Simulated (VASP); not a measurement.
BaTiO3:

```xyz
5
Lattice="4.0060 0.0000 0.0000 0.0000 4.0060 0.0000 0.0000 0.0000 4.0060" Properties=species:S:1:pos:R:3 pbc="T T T"
Ba    2.0030    2.0030    2.0030
Ti    0.0000    0.0000    0.0000
O     2.0030    0.0000    0.0000
O     0.0000    2.0030    0.0000
O     0.0000    0.0000    2.0030
```

Base run:

```yaml
Program: VASP 6.6.1
Functional: PBE
Potentials_or_basis: VASP PAW PBE potentials, release 64 (Ba_sv, Ti_sv, O)
Cutoff: 520 eV
k_mesh: 6 × 6 × 6
Occupations: gaussian, width 0.01 eV
Spin: no spin polarisation
Hubbard_terms: Ti d U = 7.0 eV
```

Its results: band gap on the k mesh 2.62 eV (least direct gap 2.84 eV); pressure 9.0 GPa.

**Question.** After a change of settings the same cell gave: band gap on the k mesh 1.85 eV (least direct gap 2.01 eV); pressure 4.2 GPa. Which change was it?
A. hubbard terms from Ti d U = 7.0 eV to Ti d U = 3.0 eV
B. hubbard terms from Ti d U = 7.0 eV to Ti d U = 1.0 eV
C. hubbard terms from Ti d U = 7.0 eV to Ti d U = 5.0 eV; further incar settings from ALGO = Normal; EDIFF = 1e-07; NBANDS = 28 to ALGO = Normal; EDIFF = 1e-06; NBANDS = 28

**Answer.** B.

Caveats: the cell stands under pressure; spin-orbit coupling is left out, which moves the levels of the heavy elements.
